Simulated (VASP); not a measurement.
Set up this calculation in VASP 6.6.1, as the native input.

| Quantity | Value |
| --- | --- |
| Task | relaxation of cell and atoms |
| Functional | PBE |
| Potentials or basis | VASP PAW PBE potentials, release 64 (Cs_sv, Pb_d, Cl) |
| Cutoff | 600 eV |
| k mesh | 4 × 4 × 4 |
| Occupations | gaussian, width 0.01 eV |
| Spin | no spin polarisation |
| Dipole correction | no |
| Further INCAR settings | ALGO = Normal; EDIFF = 1e-07; IBRION = 2; EDIFFG = -0.02; NSW = 60; ISIF = 3 |

The structure of CsPbCl3 lies in POSCAR:

```
CsPbCl3
1.0
    5.6050000000      0.0000000000      0.0000000000
    0.0000000000      5.6050000000      0.0000000000
    0.0000000000      0.0000000000      5.6050000000
Cs Pb Cl
1 1 3
Direct
    0.0000000000      0.0000000000      0.0000000000
    0.5000000000      0.5000000000      0.5000000000
    0.5000000000      0.5000000000      0.0000000000
    0.0000000000      0.5000000000      0.5000000000
    0.5000000000      0.0000000000      0.5000000000
```

The input as run:

INCAR

```
SYSTEM = CsPbCl3
ALGO = Normal
EDIFF = 1E-7
EDIFFG = -0.02
ENCUT = 600
GGA = PE
IBRION = 2
ISIF = 3
ISMEAR = 0
LASPH = .TRUE.
LCHARG = .FALSE.
LREAL = .FALSE.
LWAVE = .FALSE.
NELM = 60
NSW = 60
PREC = Accurate
SIGMA = 0.01
```

KPOINTS

```
k-points
0
G
  4 4 4
  0 0 0
```

Potentials or basis: VASP PAW PBE potentials, release 64 (Cs_sv, Pb_d, Cl).

Run with:

```bash
$ cat potpaw_PBE.64/Cs_sv/POTCAR potpaw_PBE.64/Pb_d/POTCAR potpaw_PBE.64/Cl/POTCAR > POTCAR
$ mpirun -np 1 vasp_std > vasp.out
```

It gave:

* Relaxed volume: 37.83 Å³/atom
* Relaxed cell: a = 5.740 Å, b = 5.740 Å, c = 5.740 Å, α = 90.00°, β = 90.00°, γ = 90.00°
* Space group after relaxing (to 0.1 Å): Pm-3m (No. 221)
* Energy gained by relaxing: 14.0 meV/atom
* Ionic steps: 3
* Pressure after relaxing: 0.0 GPa
* Band gap on the k mesh: 2.22 eV

Caveat: spin-orbit coupling is left out, which moves the levels of the heavy elements.

Run time: 3.7 min on 1 thread of AMD EPYC 7R13 (shared host), peak memory 0.34 GiB.
